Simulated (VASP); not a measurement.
Wanted: the native input for a VASP 6.6.1 run.

```yaml
Task: single point
Functional: r2SCAN
Potentials_or_basis: VASP PAW PBE potentials, release 64 (Zn, Cu)
Cutoff: 520 eV
k_mesh: 8 × 8 × 8
Occupations: gaussian, width 0.05 eV
Spin: no spin polarisation
Dipole_correction: no
Further_INCAR_settings: ALGO = Normal; EDIFF = 1e-06; NBANDS = 18
```

Crystal: ZnCu.

```
CELL_PARAMETERS angstrom
2.94500 0.00000 0.00000
0.00000 2.94500 0.00000
0.00000 0.00000 2.94500
ATOMIC_POSITIONS crystal
Zn 0.50000 0.50000 0.50000
Cu 0.00000 0.00000 0.00000
```

The input as run:

POSCAR

```
ZnCu
1.0
    2.9450000000      0.0000000000      0.0000000000
    0.0000000000      2.9450000000      0.0000000000
    0.0000000000      0.0000000000      2.9450000000
Zn Cu
1 1
Direct
    0.5000000000      0.5000000000      0.5000000000
    0.0000000000      0.0000000000      0.0000000000
```

INCAR.step1

```
SYSTEM = ZnCu
PREC = Accurate
ENCUT = 520
ISMEAR = 0
SIGMA = 0.05
LREAL = .FALSE.
LASPH = .TRUE.
NELM = 60
NBANDS = 18
GGA = PE
ALGO = Normal
EDIFF = 1E-4
LWAVE = .TRUE.
LCHARG = .FALSE.
```

INCAR.step2

```
SYSTEM = ZnCu
PREC = Accurate
ENCUT = 520
EDIFF = 1E-6
ISMEAR = 0
SIGMA = 0.05
LREAL = .FALSE.
LASPH = .TRUE.
NELM = 60
ALGO = Normal
ISIF = 2
LWAVE = .FALSE.
LCHARG = .FALSE.
METAGGA = R2SCAN
LMIXTAU = .TRUE.
NBANDS = 18
ISTART = 1
```

KPOINTS

```
Automatic mesh
0
G
  8 8 8
  0 0 0
```

Potentials or basis: VASP PAW PBE potentials, release 64 (Zn, Cu).

The run is started by

```sh
$ cat potpaw_PBE.64/Zn/POTCAR potpaw_PBE.64/Cu/POTCAR > POTCAR
$ cp INCAR.step1 INCAR
$ mpirun -np 1 vasp_std > vasp.out
$ cp INCAR.step2 INCAR
$ mpirun -np 1 vasp_std > vasp.out
```

It gave:

```
Pressure : -2.3 GPa
```

Caveat: the PAW data sets were made with another functional, which shifts forces and pressure a little.

It took 42 s on 1 thread of Intel(R) Xeon(R) Platinum 8375C CPU @ 2.90GHz (Ice Lake) (shared host), peak memory 0.15 GiB.
